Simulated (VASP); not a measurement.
# NaInTe (P4/mmm) in VASP: a series of runs, part 2 of 2

VASP 6.6.1. Earlier steps stand in the parts before.

### 3 Single point, PBE

This run uses another cell than the first one, of 42.10 Å³/atom.

INCAR

```
ALGO = Normal
EDIFF = 1E-7
ENCUT = 520
GGA = PE
ISIF = 2
ISMEAR = 0
LASPH = True
LCHARG = False
LREAL = False
LWAVE = False
NBANDS = 20
NELM = 60
PREC = Accurate
SIGMA = 0.1
```

KPOINTS

```
k-points
0
Gamma
  4 4 4
```

POSCAR

```
NaInTe
1.0
    4.6556110705      0.0000000000      0.0000000000
    0.0000000000      4.6556110705      0.0000000000
    0.0000000000      0.0000000000      5.8272617715
Na In Te
1 1 1
Direct
    0.0000000000      0.0000000000      0.0000000000
    0.5000000000      0.5000000000      0.5000000000
    0.0000000000      0.0000000000      0.5000000000
```

Potentials or basis: VASP PAW PBE potentials, release 64 (Na_pv, In_d, Te).

Started as:

```console
> cat potpaw_PBE.64/Na_pv/POTCAR potpaw_PBE.64/In_d/POTCAR potpaw_PBE.64/Te/POTCAR > POTCAR
> mpirun -np 1 vasp_std > vasp.out
```

OUTCAR:

```text
EDIFF = 1E-7
   ENCUT = 520
   GGA = PE
   ISIF = 2
   ISMEAR = 0
   LASPH = True
   LREAL = False
   NELM = 60
   PREC = Accurate

 ion  position               nearest neighbor table
   1  0.000  0.000  0.000-   3 2.91   3 2.91
   2  0.500  0.500  0.500-   3 3.29   3 3.29   3 3.29   3 3.29
   3  0.000  0.000  0.500-   1 2.91   1 2.91   2 3.29   2 3.29   2 3.29   2 3.29

  LATTYP: Found a simple tetragonal cell.
 ALAT       =     4.6556110705
 C/A-ratio  =     1.2516642141

  Lattice vectors:

 A1 = (   4.6556110705,   0.0000000000,   0.0000000000)
 A2 = (   0.0000000000,   4.6556110705,   0.0000000000)
 A3 = (   0.0000000000,   0.0000000000,   5.8272617715)

Analysis of symmetry for initial positions (statically):
=====================================================================
 Subroutine PRICEL returns:
 Original cell was already a primitive cell.

 Routine SETGRP: Setting up the symmetry group for a
 simple tetragonal supercell.

 Subroutine GETGRP returns: Found 16 space group operations
 (whereof 16 operations were pure point group operations)
 out of a pool of 16 trial point group operations.

The static configuration has the point symmetry D_4h.

Analysis of symmetry for dynamics (positions and initial velocities):
=====================================================================
 Subroutine PRICEL returns:
 Original cell was already a primitive cell.

 Routine SETGRP: Setting up the symmetry group for a
 simple tetragonal supercell.

 Subroutine GETGRP returns: Found 16 space group operations
 (whereof 16 operations were pure point group operations)
 out of a pool of 16 trial point group operations.

The dynamic configuration has the point symmetry D_4h.

 Subroutine INISYM returns: Found 16 space group operations
 (whereof 16 operations are pure point group operations),
 and found     1 'primitive' translations

----------------------------------------------------------------------------------------

                                     Primitive cell

  volume of cell :     126.3042

  direct lattice vectors                    reciprocal lattice vectors
     4.655611071  0.000000000  0.000000000     0.214794575  0.000000000  0.000000000
     0.000000000  4.655611071  0.000000000     0.000000000  0.214794575  0.000000000
     0.000000000  0.000000000  5.827261771     0.000000000  0.000000000  0.171607187

  length of vectors
     4.655611071  4.655611071  5.827261771     0.214794575  0.214794575  0.171607187

  position of ions in fractional coordinates (direct lattice)
     0.000000000  0.000000000  0.000000000
     0.500000000  0.500000000  0.500000000
     0.000000000  0.000000000  0.500000000

  ion indices of the primitive-cell ions
   primitive index   ion index
                 1           1
                 2           2
                 3           3

----------------------------------------------------------------------------------------

 KPOINTS: k-points

Automatic generation of k-mesh.
 Grid dimensions read from file:
 generate k-points for:    4    4    4

 Generating k-lattice:

  Cartesian coordinates                     Fractional coordinates (reciprocal lattice)
     0.053698644  0.000000000  0.000000000     0.250000000  0.000000000  0.000000000
     0.000000000  0.053698644  0.000000000     0.000000000  0.250000000  0.000000000
     0.000000000  0.000000000  0.042901797     0.000000000  0.000000000  0.250000000

  Length of vectors
     0.053698644  0.053698644  0.042901797

  Shift w.r.t. Gamma in fractional coordinates (k-lattice)
     0.000000000  0.000000000  0.000000000

 Subroutine IBZKPT returns following result:
 ===========================================

 Found     18 irreducible k-points:

 Following reciprocal coordinates:
            Coordinates               Weight
  0.000000  0.000000  0.000000      1.000000
  0.250000  0.000000  0.000000      4.000000
  0.500000  0.000000  0.000000      2.000000
  0.250000  0.250000  0.000000      4.000000
  0.500000  0.250000  0.000000      4.000000
  0.500000  0.500000  0.000000      1.000000
[... 10 lines left out ...]
  0.500000  0.250000  0.500000      4.000000
  0.500000  0.500000  0.500000      1.000000
   k-points           NKPTS =     18   k-points in BZ     NKDIM =     18   number of bands    NBANDS=     20
   number of dos      NEDOS =    301   number of ions     NIONS =      3
   total plane-waves  NPLWV =  62208
   dimension x,y,z NGX =    36 NGY =   36 NGZ =   48
   dimension x,y,z NGXF=    72 NGYF=   72 NGZF=   96
   ions per type =               1   1   1
   NGX,Y,Z   is equivalent  to a cutoff of  12.86, 12.86, 13.69 a.u.
   NGXF,Y,Z  is equivalent  to a cutoff of  25.71, 25.71, 27.39 a.u.
 SYSTEM =  unknown system
   PREC   = accura    normal or accurate (medium, high low for compatibility)
   ISTART =      0    job   : 0-new  1-cont  2-samecut
   ICHARG =      2    charge: 1-file 2-atom 10-const
   ISPIN  =      1    spin polarized calculation?
   LNONCOLLINEAR =      F non collinear calculations
   LSORBIT =      F    spin-orbit coupling
   LASPH  =      T    aspherical Exc in radial PAW
   ENCUT  =  520.0 eV  38.22 Ry    6.18 a.u.   8.66  8.66 10.83*2*pi/ulx,y,z
   NELM   =     60;   NELMIN=  2; NELMDL= -5     # of ELM steps
   EDIFF  = 0.1E-06   stopping-criterion for ELM
   LREAL  =      F    real-space projection
   EDIFFG = 0.1E-05   stopping-criterion for IOM
   NSW    =      0    number of steps for IOM
   IBRION =     -1    ionic relax: 0-MD 1-quasi-New 2-CG
   NFREE  =      0    steps in history (QN), initial steepest desc. (CG)
   ISIF   =      2    stress and relaxation
   ISYM   =      2    0-nonsym 1-usesym 2-fastsym
   POTIM  = 0.5000    time-step for ionic-motion
   TEBEG  =    0.0;   TEEND  =   0.0 temperature during run
   PSTRESS=    0.0 pullay stress
   NELECT =      26.0000    total number of electrons
   NUPDOWN=      -1.0000    fix difference up-down
   EMIN   =  10.00;   EMAX   =-10.00  energy-range for DOS
   EFERMI =   0.00;   METHOD = LEGACY
   ISMEAR =     0;   SIGMA  =   0.10  broadening in eV -4-tet -1-fermi 0-gaus
   EFERMI_NEDOS =   21; number of points for ismear=-14 and -15
   IALGO  =     38    algorithm
   IMIX   =      4    mixing-type and parameters
     AMIX     =   0.40;   BMIX     =  1.00
     AMIX_MAG =   1.60;   BMIX_MAG =  1.00
  volume/ion in A,a.u.               =      42.10       284.11
  Fermi-wavevector in a.u.,A,eV,Ry     =   0.966629  1.826665 12.712907  0.934372
  Thomas-Fermi vector in A             =   2.096447
   LORBIT       =      0    0 simple, 1 ext, 2 COOP (PROOUT), +10 PAW based schemes
   GGA     = PE    functional components
   LHFCALC =     F    Hartree Fock is set to
   AEXX    =    0.0000 exact exchange contribution
   IVDW    =     0    specifies the selected vdW correction
   LEPSILON=     F    determine dielectric tensor
   LRPA    =     F    only Hartree local field effects (RPA)
 non-spin polarized calculation
 Gauss-broadening in eV      SIGMA  =   0.10
  energy-cutoff  :      520.00
  volume of cell :      126.30
 maximum number of plane-waves:      3421
 NGX is ok and might be reduce to    36
   NGX = 17   NGY = 17   NGZ = 21

 number of electron      26.0000008 magnetization

 Free energy of the ion-electron system (eV)
  ---------------------------------------------------
  ext. energy  EPLUGINS =         0.00000000
  ---------------------------------------------------
  free energy    TOTEN  =        -7.79368347 eV

  energy without entropy =       -7.78911725  energy(sigma->0) =       -7.79140036

 E-fermi :   2.6629     XC(G=0):  -7.1434

 val. band max:        2.6521257604   @ k =   0.5000   0.0000   0.2500
 cond. band min:       2.8982411537   @ k =   0.2500   0.2500   0.5000
 fundamental gap:      0.2461153934
 Fermi energy:         2.6629018435

 k-point     1 :       0.0000    0.0000    0.0000
  band No.  band energies     occupation
      1     -22.6746      2.00000
      2     -22.6746      2.00000
      3     -22.6046      2.00000
      4     -11.9512      2.00000
      5     -11.8936      2.00000
      6     -11.8936      2.00000
[... 12 lines left out ...]
     19       9.1249      0.00000
     20       9.1249      0.00000
[... 369 lines left out ...]
 k-point    18 :       0.5000    0.5000    0.5000
  band No.  band energies     occupation
      1     -22.6757      2.00000
      2     -22.6757      2.00000
      3     -22.6046      2.00000
      4     -11.9259      2.00000
      5     -11.8980      2.00000
      6     -11.8980      2.00000
[... 12 lines left out ...]
     19       8.7050      0.00000
     20       9.5943      0.00000

------------------------ aborting loop because EDIFF is reached ----------------------------------------

  FORCE on cell =-STRESS in cart. coord.  units (eV):
  Direction    XX          YY          ZZ          XY          YZ          ZX
  --------------------------------------------------------------------------------------
  -------------------------------------------------------------------------------------
  Total        0.0026535      0.0026535      0.0806596      0.0000000     -0.0000000     -0.0000000
  in kB        0.0336592      0.0336592      1.0231722      0.0000000     -0.0000000     -0.0000000
  external PRESSURE =       0.3634969 kB  Pullay stress =       0.0000000 kB

 VOLUME and BASIS-vectors are now :
 -----------------------------------------------------------------------------
  energy-cutoff  :      520.00
  volume of cell :      126.30
      direct lattice vectors                 reciprocal lattice vectors
     4.655611071  0.000000000  0.000000000     0.214794575  0.000000000  0.000000000
     0.000000000  4.655611071  0.000000000     0.000000000  0.214794575  0.000000000
     0.000000000  0.000000000  5.827261771     0.000000000  0.000000000  0.171607187

 POSITION                                       TOTAL-FORCE (eV/Angst)
 -----------------------------------------------------------------------------------
      0.00000      0.00000      0.00000         0.000000      0.000000      0.000000
      2.32781      2.32781      2.91363         0.000000      0.000000      0.000000
      0.00000      0.00000      2.91363         0.000000      0.000000      0.000000
 -----------------------------------------------------------------------------------
    total drift:                                0.000000      0.000000      0.000000

  FREE ENERGIE OF THE ION-ELECTRON SYSTEM (eV)
  ---------------------------------------------------
  free  energy   TOTEN  =        -7.7936834740 eV

  energy  without entropy=       -7.7891172522  energy(sigma->0) =       -7.79140036
```

OSZICAR:

```text
N       E                     dE             d eps       ncg     rms          rms(c)
DAV:   1     0.191007300451E+03    0.19101E+03   -0.12020E+04   720   0.126E+03
DAV:   2     0.872310174342E+01   -0.18228E+03   -0.17763E+03   728   0.311E+02
DAV:   3    -0.772479071560E+01   -0.16448E+02   -0.16278E+02   876   0.105E+02
DAV:   4    -0.831757215987E+01   -0.59278E+00   -0.59154E+00   856   0.218E+01
DAV:   5    -0.834645564491E+01   -0.28883E-01   -0.28882E-01  1016   0.443E+00    0.387E+00
DAV:   6    -0.785962282694E+01    0.48683E+00   -0.10402E+00   796   0.416E+00    0.222E+00
DAV:   7    -0.779966090070E+01    0.59962E-01   -0.23763E-01   888   0.196E+00    0.106E+00
DAV:   8    -0.779161084912E+01    0.80501E-02   -0.22804E-02   892   0.866E-01    0.294E-01
DAV:   9    -0.779251046227E+01   -0.89961E-03   -0.29642E-03   936   0.267E-01    0.159E-01
DAV:  10    -0.779347007286E+01   -0.95961E-03   -0.12692E-03   748   0.187E-01    0.508E-02
DAV:  11    -0.779362444967E+01   -0.15438E-03   -0.15864E-04   836   0.703E-02    0.304E-02
DAV:  12    -0.779368083481E+01   -0.56385E-04   -0.84267E-05   732   0.423E-02    0.487E-03
DAV:  13    -0.779368228062E+01   -0.14458E-05   -0.41886E-06   892   0.177E-02    0.247E-03
DAV:  14    -0.779368308939E+01   -0.80877E-06   -0.62255E-07   600   0.362E-03    0.117E-03
DAV:  15    -0.779368342949E+01   -0.34010E-06   -0.49531E-07   628   0.290E-03    0.685E-04
DAV:  16    -0.779368347398E+01   -0.44493E-07   -0.11524E-08   516   0.101E-03
   1 F= -.77936835E+01 E0= -.77914004E+01  d E =-.456622E-02
```

stdout:

```text
POSCAR found type information on POSCAR NaInTe
 POSCAR found :  3 types and       3 ions
 scaLAPACK will be used
 LDA part: xc-table for (Slater+PW92), standard interpolation
 POSCAR, INCAR and KPOINTS ok, starting setup
 FFT: planning ... GRIDC
 FFT: planning ... GRID_SOFT
 FFT: planning ... GRID
 WAVECAR not read
 entering main loop
```

It took 29 s on 1 thread of Intel Xeon 6975P-C (Granite Rapids), shared host; peak memory 0.26 GiB.

Results:

* Free energy: -7.7937 eV
* Pressure: 0.0 GPa
* Band gap on the k mesh: zero (bands 13 and 14 overlap by 0.62 eV)

Levels at points of the mesh, in eV from the Fermi level:
```csv
k point,band 9,band 10,band 11,band 12,band 13,band 14,band 15,band 16,band 17,band 18
"(0.00, 0.00, 0.00)",-11.05,-3.83,-2.80,-2.07,-2.07,0.45,2.34,3.53,4.93,4.93
"(0.50, 0.00, 0.00)",-10.77,-5.72,-2.27,-1.24,0.52,0.81,0.93,2.07,2.40,2.44
"(0.50, 0.50, 0.00)",-10.46,-4.30,-3.57,-3.57,-2.05,1.86,3.27,3.58,3.58,4.09
"(0.00, 0.00, 0.50)",-10.99,-3.68,-3.62,-2.03,-2.03,0.96,3.99,4.36,4.76,4.76
"(0.50, 0.00, 0.50)",-10.72,-5.63,-2.89,-1.21,-0.51,0.59,1.50,2.20,3.36,5.47
"(0.50, 0.50, 0.50)",-10.41,-4.19,-3.49,-3.49,-2.54,0.67,1.94,1.94,5.91,6.04
```

Caveat: spin-orbit coupling is left out, which moves the levels of the heavy elements.

The gap in the log of VASP goes by the Fermi energy; the results here count the filled bands.